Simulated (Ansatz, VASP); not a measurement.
# WS2 in VASP and in Ansatz

```
W S
1.0
     3.18000    0.00000    0.00000
    -1.59000    2.75396    0.00000
     0.00000    0.00000   12.75000
W S
2 4
Direct
  0.66667 0.33333 0.75000
  0.33333 0.66667 0.25000
  0.66667 0.33333 0.37500
  0.33333 0.66667 0.87500
  0.66667 0.33333 0.12500
  0.33333 0.66667 0.62500
```

Alike in both runs: task single point; functional PBE; k mesh 8 × 8 × 2; occupations fermi-dirac, width 0.05 eV; no spin polarisation.

|  | VASP | Ansatz |
| --- | --- | --- |
| version | VASP 6.6.1 | Ansatz 0.2.0 |
| potentials or method | VASP PAW PBE potentials, release 64 (W_sv, S) | Ansatz PAW |
| plane-wave cutoff (eV) | 520 | 420 |
| valence electrons in the cell | 52 | 52 |

|  | VASP | Ansatz | Ansatz less VASP |
| --- | --- | --- | --- |
| gap on the k mesh at the Fermi level (eV) | 1.29 | 1.27 | -0.014 |
| least direct gap on the mesh (eV) | 2.23 | 2.23 | -0.003 |
| pressure (GPa) | -1.0 | -1.0 | +0.03 |
| traceless stress, the component that is largest in VASP (GPa) | -1.30 | -1.31 | -0.006 |
| rms of the force components (eV/Å) | 0.212 | 0.213 | +0.0012 |

Atom by atom the forces differ by 0.001 eV/Å (rms over components).

Neither program's run includes spin-orbit coupling.
